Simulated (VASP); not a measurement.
Write the native input for VASP 6.6.1 that does the following.

- Task: relaxation of cell and atoms
- Functional: PBEsol
- Potentials or basis: VASP PAW PBE potentials, release 64 (Fe)
- Cutoff: 600 eV
- k mesh: 28 × 28 × 28
- Occupations: gaussian, width 0.1 eV
- Spin: no spin polarisation
- Dipole correction: no
- Further INCAR settings: ALGO = Normal; EDIFF = 1e-06; IBRION = 2; EDIFFG = -0.01; NSW = 100; ISIF = 3

The structure of Fe lies in POSCAR:

```
Fe
1.0
    0.0000000000      1.7025274223      1.7025274223
    1.7025274223      0.0000000000      1.7025274223
    1.7025274223      1.7025274223      0.0000000000
Fe
1
Direct
    0.5000000000      0.5000000000      0.5000000000
```

This isn't the form of Fe at room conditions, which is bcc.

One way to write it, as run:

INCAR

```
SYSTEM = Fe
ALGO     = Normal         ! electronic algorithm
EDIFF    = 1E-6           ! SCF threshold, eV
EDIFFG   = -0.01          ! ionic threshold
ENCUT    = 600            ! plane-wave cutoff, eV
GGA      = PS             ! functional
IBRION   = 2              ! ionic algorithm
ISIF     = 3              ! what is computed and relaxed
ISMEAR   = 0              ! smearing method
LASPH    = .TRUE.         ! aspherical terms in the spheres
LCHARG   = .FALSE.        ! write CHGCAR
LREAL    = .FALSE.        ! projectors in reciprocal space
LWAVE    = .FALSE.        ! write WAVECAR
NELM     = 100            ! most SCF steps
NSW      = 100            ! ionic steps
PREC     = Accurate       ! precision mode
SIGMA    = 0.1            ! smearing width, eV
```

KPOINTS

```
k-points
0
G
  28 28 28
  0 0 0
```

Potentials or basis: VASP PAW PBE potentials, release 64 (Fe).

Launch:

```sh
$ cat potpaw_PBE.64/Fe/POTCAR > POTCAR
$ mpirun -np 1 vasp_std > vasp.out
```

Results of the run:

```yaml
Relaxed_volume: 9.85 Å³/atom
Relaxed_cell: a = 2.406 Å, b = 2.406 Å, c = 2.406 Å, α = 60.00°, β = 60.00°, γ = 60.00°
Space_group_after_relaxing_to_0.1_Å: Fm-3m (No. 225)
Energy_gained_by_relaxing: 0.0 meV/atom
Ionic_steps: 3
Pressure_after_relaxing: 0.0 GPa
Band_gap_on_the_k_mesh: zero (bands 4 and 5 overlap by 2.16 eV)
```

Caveat: the PAW data sets were made with another functional, which shifts forces and pressure a little; the run has no spin polarisation, though such a crystal can be magnetic.

Run time: 3.2 min on 1 thread of AMD EPYC 7R13, with other jobs on the host, peak memory 0.16 GiB.
